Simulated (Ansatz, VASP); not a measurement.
# Cd2H: VASP beside Ansatz

```
Cd H
1.0
     0.00000    4.06414    4.06414
     4.06414    0.00000    4.06414
     4.06414    4.06414    0.00000
Cd H
4 2
Direct
  0.62500 0.62500 0.62500
  0.12500 0.62500 0.62500
  0.62500 0.62500 0.12500
  0.62500 0.12500 0.62500
  0.00000 0.00000 0.00000
  0.25000 0.25000 0.25000
```

Alike in both runs: functional PBE; k mesh 4 × 4 × 4; occupations gaussian, width 0.1 eV; no spin polarisation.

Ansatz relaxed the structure, and its values are those at the end. VASP's run is a single point on that final structure, the one shown.

|  | VASP | Ansatz |
| --- | --- | --- |
| version | VASP 6.6.1 | Ansatz 0.2.0 |
| potentials or method | VASP PAW PBE potentials, release 64 (Cd, H), cutoff 520 eV | scalar-relativistic, plane waves, PAW |
| valence electrons in the cell | 50 | 82 |

```csv
,VASP,Ansatz,Ansatz less VASP
gap on the k mesh at the Fermi level (eV),none,none,-
pressure (GPa),0.4,0.2,-0.23
```

A gap of «none» marks a metal or a gap that the smearing closes. VASP's potentials hold 50 valence electrons a cell and Ansatz's 82, so a difference there can come from the potentials and not from the codes.
